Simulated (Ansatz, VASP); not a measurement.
Al: VASP beside Ansatz

```
CELL_PARAMETERS angstrom
2.70812 0.00000 0.00000
-1.35406 2.34530 0.00000
0.00000 0.00000 9.43861
ATOMIC_POSITIONS crystal
Al 0.00000 0.00000 0.00000
Al 0.33333 0.66667 0.25000
Al 0.00000 0.00000 0.50000
Al 0.66667 0.33333 0.75000
```

Alike in both runs: task single point; functional PBEsol; dispersion D3(BJ); k mesh 18 × 18 × 6; occupations gaussian, width 0.15 eV; no spin polarisation.

```csv
,VASP,Ansatz
version,VASP 6.6.1,Ansatz 0.2.0
potentials or method,"VASP PAW PBE potentials, release 64 (Al), cutoff 520 eV","scalar-relativistic, plane waves, PAW"
valence electrons in the cell,12,12
```

|  | VASP | Ansatz | Ansatz less VASP |
| --- | --- | --- | --- |
| gap on the k mesh at the Fermi level (eV) | none | none | - |
| pressure (GPa) | 4.7 | 4.6 | -0.13 |
| traceless stress, the component that is largest in VASP (GPa) | -4.63 | -4.59 | +0.041 |

VASP's potentials were made for PBE, not for PBEsol, and Ansatz warns of the same on its side. A gap of «none» marks a metal or a gap that the smearing closes.
